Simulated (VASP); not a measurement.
Input of a VASP 6.6.1 run:

POSCAR

```
Ti
1.0
    2.9695369932      0.0000000000      0.0000000000
   -1.4847684966      2.5716944736      0.0000000000
    0.0000000000      0.0000000000      4.7109942807
Ti
2
Direct
    0.6666666667      0.3333333333      0.7500000000
    0.3333333333      0.6666666667      0.2500000000
```

Contents of INCAR.step1:

```
SYSTEM = Ti
PREC = Accurate
ENCUT = 520
ISMEAR = -1
SIGMA = 0.05
LREAL = .FALSE.
LASPH = .TRUE.
NELM = 100
NBANDS = 19
GGA = PE
ALGO = Normal
EDIFF = 1E-4
LWAVE = .TRUE.
LCHARG = .FALSE.
```

File INCAR.step2:

```
SYSTEM = Ti
PREC = Accurate
ENCUT = 520
EDIFF = 1E-6
ISMEAR = -1
SIGMA = 0.05
LREAL = .FALSE.
LASPH = .TRUE.
NELM = 100
ALGO = Normal
ISIF = 2
LWAVE = .FALSE.
LCHARG = .TRUE.
METAGGA = R2SCAN
LMIXTAU = .TRUE.
LELF = .TRUE.
LVHAR = .TRUE.
NBANDS = 19
ISTART = 1
```

KPOINTS

```
regular mesh
0
G
  10 10 6
  0 0 0
```

Potentials or basis: VASP PAW PBE potentials, release 64 (Ti_sv).

Run with:

```bash
$ cat potpaw_PBE.64/Ti_sv/POTCAR > POTCAR
$ cp INCAR.step1 INCAR
$ mpirun -np 1 vasp_std > vasp.out
$ cp INCAR.step2 INCAR
$ mpirun -np 1 vasp_std > vasp.out
```

Question: What does it give for the band gap on the k mesh?

Answer: Zero (band 12 reaches 8.87 eV, above the bottom of band 13 at 7.67 eV).

Question: Estimate the pressure.

Answer: -3.9 GPa.

Stress tensor (GPa, compression positive):
```
-3.68  0.00  0.00
 0.00 -3.68  0.00
 0.00  0.00 -4.21
```

Caveat: the PAW data sets were made with another functional, which shifts forces and pressure a little.
